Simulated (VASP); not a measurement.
Runs of VASP 6.6.1 on SrTiO3. The structure is that of space group R-3m (No. 166), or close to it. The cells are those of the table. 

```csv
cell,gap on the mesh (eV),pressure (GPa)
"a = 3.985 Å, angles 101.4°, 5 atoms",none,(a)
"a = 3.913 Å, angles 95.9°, 5 atoms",1.00,1.9
"a = 4.368 Å, angles 60.0°, 5 atoms",none,(b)
"a = 4.246 Å, angles 109.5°, 5 atoms",none,21.9
"a = 3.896 Å, angles 92.7°, 5 atoms",1.52,0.9
```

Alike in all rows: task single point; level PBEsol; potentials or basis VASP PAW PBE potentials, release 64 (Sr_sv, Ti_sv, O); no spin polarisation; k mesh 8 × 8 × 8; cutoff (eV) 520; smearing gaussian 0.05 eV.

**Question.** Fill in the values left out.

**Answer.** (a) 5.6; (b) 31.5.

Caveats: the PAW data sets were made with another functional, which shifts forces and pressure a little; the cell stands under pressure (at least some runs).

A k mesh can miss the band edges, and the runs leave out spin-orbit coupling on Sr.

A gap of «none» marks levels without a gap at the run's occupations.
